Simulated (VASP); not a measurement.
Crystal: SiC.

```
Si C
1.0
     0.00000    2.17805    2.15627
     2.17805    0.00000    2.15627
     2.17805    2.17805    0.00000
Si C
1 1
Direct
  0.00000 0.00000 0.00000
  0.25000 0.25000 0.25000
```

This cell differs from its parent crystal: uniaxial z strain -1.0%.

Base run:

* Program: VASP 6.6.1
* Functional: r2SCAN
* Potentials or basis: VASP PAW PBE potentials, release 64 (Si, C)
* Cutoff: 520 eV
* k mesh: 10 × 10 × 10
* Occupations: gaussian, width 0.01 eV
* Spin: no spin polarisation

Its results: band gap on the k mesh 1.61 eV, indirect (least direct gap 5.06 eV); pressure 2.2 GPa.

Task: The run is repeated on the same cell with these changes: functional from r2SCAN to PBE; occupations from gaussian, width 0.01 eV to fermi-dirac, width 0.02 eV. What comes out?

Result: Band gap on the k mesh 1.24 eV, indirect (least direct gap 4.54 eV); pressure 5.8 GPa.

Caveats: the PAW data sets were made with another functional, which shifts forces and pressure a little (some runs).

A k mesh can miss the band edges.
